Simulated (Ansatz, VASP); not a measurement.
**One calculation of Cu, two programs**

The input INCAR:

```
PREC = Accurate
ENCUT = 520
EDIFF = 1E-6
ISMEAR = 0
SIGMA = 0.1
LREAL = Auto
LASPH = True
NELM = 100
ALGO = Normal
ISIF = 2
LWAVE = False
LCHARG = False
LDIPOL = True
IDIPOL = 3
DIPOL = 0.5 0.5 0.431
GGA = PE
IVDW = 12
NBANDS = 102
```

Contents of KPOINTS:

```
regular mesh
0
Gamma
  4 4 1
```

The input POSCAR:

```
Cu
1.0
    5.0393684365      0.0000000000      0.0000000000
    0.0000000000      5.0393684365      0.0000000000
    0.0000000000      0.0000000000     24.7826573916
Cu
16
Direct
    0.2500000000      0.2500000000      0.3228063832
    0.2500000000      0.7500000000      0.3228063832
    0.7500000000      0.2500000000      0.3228063832
    0.7500000000      0.7500000000      0.3228063832
    0.5000000000      0.5000000000      0.3946988268
    0.5000000000      0.0000000000      0.3946988268
    0.0000000000      0.5000000000      0.3946988268
    0.0000000000      0.0000000000      0.3946988268
    0.7500615544      0.7499678339      0.4680453590
    0.7500744382      0.2499000594      0.4681937034
    0.2499896080      0.7499535597      0.4681293821
    0.2499814250      0.2499167331      0.4680448771
   -0.0002347117      0.0001678487      0.5396696381
    0.0006436362      0.5005445672      0.5389695227
    0.4993755188     -0.0006967553      0.5389532277
    0.5003963127      0.4995539913      0.5395628208
```

Input for Ansatz:

```yaml
crystal:
  lattice:
    - [5.0393684365, 0.0, 0.0]
    - [0.0, 5.0393684365, 0.0]
    - [0.0, 0.0, 24.7826573916]
  atoms:
    - { symbol: Cu, position: [0.25, 0.25, 0.3228063832] }
    - { symbol: Cu, position: [0.25, 0.75, 0.3228063832] }
    - { symbol: Cu, position: [0.75, 0.25, 0.3228063832] }
    - { symbol: Cu, position: [0.75, 0.75, 0.3228063832] }
    - { symbol: Cu, position: [0.5, 0.5, 0.3946988268] }
    - { symbol: Cu, position: [0.5, 0.0, 0.3946988268] }
    - { symbol: Cu, position: [0.0, 0.5, 0.3946988268] }
    - { symbol: Cu, position: [0.0, 0.0, 0.3946988268] }
    - { symbol: Cu, position: [0.7500615544, 0.7499678339, 0.468045359] }
    - { symbol: Cu, position: [0.7500744382, 0.2499000594, 0.4681937034] }
    - { symbol: Cu, position: [0.249989608, 0.7499535597, 0.4681293821] }
    - { symbol: Cu, position: [0.249981425, 0.2499167331, 0.4680448771] }
    - { symbol: Cu, position: [-0.0002347117, 0.0001678487, 0.5396696381] }
    - { symbol: Cu, position: [0.0006436362, 0.5005445672, 0.5389695227] }
    - { symbol: Cu, position: [0.4993755188, -0.0006967553, 0.5389532277] }
    - { symbol: Cu, position: [0.5003963127, 0.4995539913, 0.5395628208] }
basis:
  ecutwfc: 420
kpoints:
  mp_grid: { grid: [4, 4, 1] }
hamiltonian:
  xc: pbe
  dispersion: d3bj
scf:
  occupations: { method: gaussian, width: 0.1 }
output:
  forces: true
  eigenvalues: true
  write_density: true
  volumetric_format: npy
efield:
  axis: 3
  dipole_correction: true
  ramp_width: 0.04
```

Alike in both runs: task single point; functional PBE; dispersion D3(BJ); k mesh 4 × 4 × 1; occupations gaussian, width 0.1 eV; no spin polarisation.

|  | VASP | Ansatz |
| --- | --- | --- |
| version | VASP 6.6.1 | Ansatz 0.2.0 |
| potentials or method | VASP PAW PBE potentials, release 64 (Cu), cutoff 520 eV | scalar-relativistic, plane waves, PAW |
| valence electrons in the cell | 176 | 304 |

Ansatz gave:

* gap on the k mesh at the Fermi level (eV): none
* rms of the force components (eV/Å): 0.029

Q: What did VASP give for the same quantities?

A: gap on the k mesh at the Fermi level (eV): none; rms of the force components (eV/Å): 0.028.

Atom by atom the forces differ by 0.010 eV/Å (rms over components). A gap of «none» marks a metal or a gap that the smearing closes. VASP's potentials hold 176 valence electrons a cell and Ansatz's 304, so a difference there can come from the potentials and not from the codes.
